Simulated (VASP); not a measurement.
# Br (Cmce) in VASP: further runs

Br is run at these levels: PBEsol, PBE, LDA; tasks: single point.

All numbers are computed with VASP 6.6.1; they aren't measurements. Logs are shortened: lines on timing, memory, paths and dates and some standing lists are left out, and cuts for length are marked.

### Step 1. The cell of the first run

It takes space group Cmce (No. 64, orthorhombic). The conventional cell has a = 6.726 Å, b = 4.645 Å, c = 8.702 Å, α = 90.00°, β = 90.00°, γ = 90.00°. Within 3.0 Å of Br (site symmetry m) lie 1 Br at 2.29 Å.

### Step 2. Single point, PBEsol, non-collinear spin, zero start, spin-orbit coupling

The input, INCAR:

```
ALGO = Normal ; EDIFF = 1E-6
ENCUT = 520 ; GGA = PS
GGA_COMPAT = False ; ISIF = 2
ISMEAR = -1 ; LASPH = True
LCHARG = False ; LNONCOLLINEAR = True
LORBIT = 11 ; LORBMOM = True
LREAL = False ; LSORBIT = True
LWAVE = False ; MAGMOM = 0 0 0 0 0 0 0 0 0 0 0 0
NBANDS = 42 ; NELM = 150
PREC = Accurate ; SIGMA = 0.05
```

The input, KPOINTS:

```
k-points
0
Gamma
  5 5 3
```

The input, POSCAR:

```
Br
1.0
    3.3632500000     -2.3225500000      0.0000000000
    3.3632500000      2.3225500000      0.0000000000
    0.0000000000      0.0000000000      8.7023000000
Br
4
Direct
    0.3651000000      0.6349000000      0.3901000000
    0.1349000000      0.8651000000      0.8901000000
    0.6349000000      0.3651000000      0.6099000000
    0.8651000000      0.1349000000      0.1099000000
```

Potentials or basis: VASP PAW PBE potentials, release 64 (Br).

On the command line:

```
$ cat potpaw_PBE.64/Br/POTCAR > POTCAR
$ mpirun -np 1 vasp_ncl > vasp.out
```

OUTCAR:

```text
EDIFF = 1E-6
   ENCUT = 520
   GGA = PS
   ISIF = 2
   ISMEAR = -1
   LASPH = True
   LNONCOLLINEAR = True
   LORBIT = 11
   LREAL = False
   LSORBIT = True
   NELM = 150
   PREC = Accurate

 ion  position               nearest neighbor table
   1  0.365  0.635  0.390-   3 2.29
   2  0.135  0.865  0.890-   4 2.29
   3  0.635  0.365  0.610-   1 2.29
   4  0.865  0.135  0.110-   2 2.29

  LATTYP: Found a base centered orthorhombic cell.
 ALAT       =     4.6451000000
 B/A-ratio  =     1.4480850789
 C/A-ratio  =     1.8734365245

  Lattice vectors:

 A1 = (  -3.3632500000,  -2.3225500000,   0.0000000000)
 A2 = (   3.3632500000,  -2.3225500000,   0.0000000000)
 A3 = (   0.0000000000,   0.0000000000,   8.7023000000)

Analysis of symmetry for initial positions (statically):
=====================================================================
 Subroutine PRICEL returns:
 Original cell was already a primitive cell.

 Routine SETGRP: Setting up the symmetry group for a
 base centered orthorhombic supercell.

 Subroutine GETGRP returns: Found  8 space group operations
 (whereof  4 operations were pure point group operations)
 out of a pool of  8 trial point group operations.

The static configuration has the point symmetry C_2h.
 The point group associated with its full space group is D_2h.

Analysis of symmetry for dynamics (positions and initial velocities):
=====================================================================
 Subroutine PRICEL returns:
 Original cell was already a primitive cell.

 Routine SETGRP: Setting up the symmetry group for a
 base centered orthorhombic supercell.

 Subroutine GETGRP returns: Found  8 space group operations
 (whereof  4 operations were pure point group operations)
 out of a pool of  8 trial point group operations.

The dynamic configuration has the point symmetry C_2h.
 The point group associated with its full space group is D_2h.

Analysis of structural, dynamic, and magnetic symmetry:
=====================================================================
 Subroutine PRICEL returns:
 Original cell was already a primitive cell.

 Routine SETGRP: Setting up the symmetry group for a
 base centered orthorhombic supercell.

 Subroutine GETGRP returns: Found  8 space group operations
 (whereof  4 operations were pure point group operations)
 out of a pool of  8 trial point group operations.

The overall configuration has the point symmetry C_2h.
 The point group associated with its full space group is D_2h.

 Subroutine INISYM returns: Found  8 space group operations
 (whereof  4 operations are pure point group operations),
 and found     1 'primitive' translations

----------------------------------------------------------------------------------------

                                     Primitive cell

  volume of cell :     135.9528

  direct lattice vectors                    reciprocal lattice vectors
     3.363250000 -2.322550000  0.000000000     0.148665725 -0.215280618  0.000000000
     3.363250000  2.322550000  0.000000000     0.148665725  0.215280618  0.000000000
     0.000000000  0.000000000  8.702300000     0.000000000  0.000000000  0.114912150

  length of vectors
     4.087259359  4.087259359  8.702300000     0.261624239  0.261624239  0.114912150

  position of ions in fractional coordinates (direct lattice)
     0.365100000  0.634900000  0.390100000
     0.134900000  0.865100000  0.890100000
     0.634900000  0.365100000  0.609900000
     0.865100000  0.134900000  0.109900000

  ion indices of the primitive-cell ions
   primitive index   ion index
                 1           1
                 2           2
                 3           3
                 4           4

----------------------------------------------------------------------------------------

 KPOINTS: k-points

Automatic generation of k-mesh.
 Grid dimensions read from file:
 generate k-points for:    5    5    3

 Generating k-lattice:

  Cartesian coordinates                     Fractional coordinates (reciprocal lattice)
     0.029733145 -0.043056124  0.000000000     0.200000000  0.000000000  0.000000000
     0.029733145  0.043056124  0.000000000     0.000000000  0.200000000  0.000000000
     0.000000000  0.000000000  0.038304050     0.000000000  0.000000000  0.333333333

  Length of vectors
     0.052324848  0.052324848  0.038304050

  Shift w.r.t. Gamma in fractional coordinates (k-lattice)
     0.000000000  0.000000000  0.000000000

 Subroutine IBZKPT returns following result:
[... 54 lines left out ...]
   NUPDOWN=      -1.0000    fix difference up-down
   EMIN   =  10.00;   EMAX   =-10.00  energy-range for DOS
   EFERMI =   0.00;   METHOD = LEGACY
   ISMEAR =    -1;   SIGMA  =   0.05  broadening in eV -4-tet -1-fermi 0-gaus
   EFERMI_NEDOS =   21; number of points for ismear=-14 and -15
   IALGO  =     38    algorithm
   IMIX   =      4    mixing-type and parameters
     AMIX     =   0.40;   BMIX     =  1.00
     AMIX_MAG =   1.60;   BMIX_MAG =  1.00
  volume/ion in A,a.u.               =      33.99       229.36
  Fermi-wavevector in a.u.,A,eV,Ry     =   0.966788  1.826965 12.717090  0.934680
  Thomas-Fermi vector in A             =   2.096619
   LORBIT       =     11    0 simple, 1 ext, 2 COOP (PROOUT), +10 PAW based schemes
   GGA     = PS    functional components
   LHFCALC =     F    Hartree Fock is set to
   AEXX    =    0.0000 exact exchange contribution
   IVDW    =     0    specifies the selected vdW correction
   LEPSILON=     F    determine dielectric tensor
   LRPA    =     F    only Hartree local field effects (RPA)
  energy-cutoff  :      520.00
  volume of cell :      135.95
 maximum number of plane-waves:      7394
 NGX is ok and might be reduce to    30
   NGX = 15   NGY = 15   NGZ = 33

 number of electron      27.9999999 magnetization      -0.0000000     -0.0000000     -0.0000000

 number of electron      27.9999999 magnetization      -0.0000000      0.0000000      0.0000000

 number of electron      27.9999999 magnetization       0.0000000      0.0000000      0.0000000

 number of electron      27.9999999 magnetization       0.0000000     -0.0000000     -0.0000000

 Free energy of the ion-electron system (eV)
  ---------------------------------------------------
  ext. energy  EPLUGINS =         0.00000000
  ---------------------------------------------------
  free energy    TOTEN  =        -7.28126237 eV

  energy without entropy =       -7.28126236  energy(sigma->0) =       -7.28126237

 E-fermi :   0.5608     XC(G=0):  -8.0553

 val. band max:       -0.3667946629   @ k =   0.0000   0.0000   0.0000
 cond. band min:       1.4140649446   @ k =   0.0000   0.0000   0.0000
 fundamental gap:      1.7808596075
 Fermi energy:         0.5607564077

 k-point     1 :       0.0000    0.0000    0.0000
  band No.  band energies     occupation
      1     -16.3676      1.00000
      2     -16.3676      1.00000
      3     -16.0514      1.00000
      4     -16.0514      1.00000
      5     -13.5306      1.00000
      6     -13.5306      1.00000
[... 763 lines left out ...]
     39       8.4521      0.00000
     40       8.4521      0.00000
 [bands above 40 left out]

------------------------ aborting loop because EDIFF is reached ----------------------------------------

  FORCE on cell =-STRESS in cart. coord.  units (eV):
  Direction    XX          YY          ZZ          XY          YZ          ZX
  --------------------------------------------------------------------------------------
  -------------------------------------------------------------------------------------
  Total        0.0168937     -0.3332329      0.9194082      0.0000000      0.0000000      0.0000000
  in kB        0.1990890     -3.9270843     10.8350446      0.0000000      0.0000000      0.0000000
  external PRESSURE =       2.3690164 kB  Pullay stress =       0.0000000 kB

 VOLUME and BASIS-vectors are now :
 -----------------------------------------------------------------------------
  energy-cutoff  :      520.00
  volume of cell :      135.95
      direct lattice vectors                 reciprocal lattice vectors
     3.363250000 -2.322550000  0.000000000     0.148665725 -0.215280618  0.000000000
     3.363250000  2.322550000  0.000000000     0.148665725  0.215280618  0.000000000
     0.000000000  0.000000000  8.702300000     0.000000000  0.000000000  0.114912150

 POSITION                                       TOTAL-FORCE (eV/Angst)
 -----------------------------------------------------------------------------------
      3.36325      0.62662      3.39477         0.000000      0.355317     -0.708410
      3.36325      1.69593      7.74592         0.000000     -0.355317     -0.708410
      3.36325     -0.62662      5.30753         0.000000     -0.355317      0.708410
      3.36325     -1.69593      0.95638         0.000000      0.355317      0.708410
 -----------------------------------------------------------------------------------
    total drift:                               -0.000000      0.000000      0.000000

  FREE ENERGIE OF THE ION-ELECTRON SYSTEM (eV)
  ---------------------------------------------------
  free  energy   TOTEN  =        -7.2812623725 eV

  energy  without entropy=       -7.2812623614  energy(sigma->0) =       -7.28126237

 orbital moment (x)

 # of ion     p       d       tot
 ----------------------------------------
  1        -0.000   0.000  -0.000
  2         0.000  -0.000   0.000
  3        -0.000   0.000  -0.000
  4         0.000  -0.000   0.000
 ----------------------------------------
           -0.000  -0.000  -0.000

 orbital moment (y)

 # of ion     p       d       tot
 ----------------------------------------
  1         0.000   0.000   0.000
  2         0.000   0.000   0.000
  3         0.000   0.000   0.000
  4         0.000   0.000   0.000
 ----------------------------------------
            0.000   0.000   0.000

 orbital moment (z)

 # of ion     p       d       tot
 ----------------------------------------
  1         0.000  -0.000  -0.000
  2        -0.000  -0.000  -0.000
  3         0.000   0.000   0.000
  4         0.000  -0.000  -0.000
 ----------------------------------------
           -0.000  -0.000  -0.000

 Spin-Orbit-Coupling matrix elements

 Ion:    1  E_soc:     -0.0636027
 l=   1
     0.0000000    -0.0112371    -0.0098239
    -0.0112371     0.0000000    -0.0107477
    -0.0098239    -0.0107477     0.0000000
 l=   2
     0.0000000    -0.0000008     0.0000000    -0.0000004     0.0000012
    -0.0000008     0.0000000     0.0000013     0.0000019     0.0000008
     0.0000000     0.0000013     0.0000000     0.0000045     0.0000000
    -0.0000004     0.0000019     0.0000045     0.0000000    -0.0000013
     0.0000012     0.0000008     0.0000000    -0.0000013     0.0000000
 l=   3
     0.0000000     0.0000000     0.0000000     0.0000000     0.0000000     0.0000000     0.0000000
     0.0000000     0.0000000     0.0000000     0.0000000     0.0000000     0.0000000     0.0000000
     0.0000000     0.0000000     0.0000000     0.0000000     0.0000000     0.0000000     0.0000000
     0.0000000     0.0000000     0.0000000     0.0000000     0.0000000     0.0000000     0.0000000
[... 49 lines left out ...]
 l=   2
     0.0000000    -0.0000008     0.0000000    -0.0000004     0.0000012
    -0.0000008     0.0000000     0.0000013     0.0000019     0.0000008
     0.0000000     0.0000013     0.0000000     0.0000045     0.0000000
    -0.0000004     0.0000019     0.0000045     0.0000000    -0.0000013
     0.0000012     0.0000008     0.0000000    -0.0000013     0.0000000
 l=   3
     0.0000000     0.0000000     0.0000000     0.0000000     0.0000000     0.0000000     0.0000000
     0.0000000     0.0000000     0.0000000     0.0000000     0.0000000     0.0000000     0.0000000
     0.0000000     0.0000000     0.0000000     0.0000000     0.0000000     0.0000000     0.0000000
     0.0000000     0.0000000     0.0000000     0.0000000     0.0000000     0.0000000     0.0000000
     0.0000000     0.0000000     0.0000000     0.0000000     0.0000000     0.0000000     0.0000000
     0.0000000     0.0000000     0.0000000     0.0000000     0.0000000     0.0000000     0.0000000
     0.0000000     0.0000000     0.0000000     0.0000000     0.0000000     0.0000000     0.0000000

 total charge

# of ion       s       p       d       tot
------------------------------------------
    1        1.628   3.083   0.040   4.751
    2        1.628   3.083   0.040   4.751
    3        1.628   3.083   0.040   4.751
    4        1.628   3.083   0.040   4.751
--------------------------------------------------
tot          6.512  12.332   0.160  19.004

 magnetization (x)

# of ion       s       p       d       tot
------------------------------------------
    1       -0.000  -0.000  -0.000  -0.000
    2        0.000   0.000   0.000   0.000
    3       -0.000  -0.000  -0.000  -0.000
    4        0.000   0.000   0.000   0.000
--------------------------------------------------
tot          0.000   0.000   0.000   0.000

 magnetization (y)

# of ion       s       p       d       tot
------------------------------------------
    1        0.000   0.000   0.000   0.000
    2        0.000   0.000   0.000   0.000
    3        0.000   0.000   0.000   0.000
    4        0.000   0.000   0.000   0.000
--------------------------------------------------
tot          0.000   0.000   0.000   0.000

 magnetization (z)

# of ion       s       p       d       tot
------------------------------------------
    1        0.000   0.000   0.000   0.000
    2        0.000   0.000   0.000   0.000
    3        0.000   0.000   0.000   0.000
    4        0.000   0.000   0.000   0.000
--------------------------------------------------
tot          0.000   0.000   0.000   0.000
```

Wall time 2.3 min (1 thread of Intel Xeon 6975P-C (Granite Rapids), shared host); peak memory 0.51 GiB.

Results:

- Free energy: -7.2813 eV
- Pressure: 0.2 GPa
- Largest force: 0.793 eV/Å
- Net moment: 0.00 μB per cell
- Valence electrons inside the program's atomic spheres: Br 4.75

Forces on the atoms (eV/Å):
```
Br   0.000  0.355 -0.708
Br   0.000 -0.355 -0.708
Br   0.000 -0.355  0.708
Br   0.000  0.355  0.708
```

Moments on the atoms (μB; x, y, z):
```
Br  0.00 0.00 0.00
Br  0.00 0.00 0.00
Br  0.00 0.00 0.00
Br  0.00 0.00 0.00
```

Caveat: this functional lacks dispersion, which holds the molecules together, so the pressure and a relaxed volume are unreliable; the PAW data sets were made with another functional, which shifts forces and pressure a little.

(Part 1 of 2 ends here.)
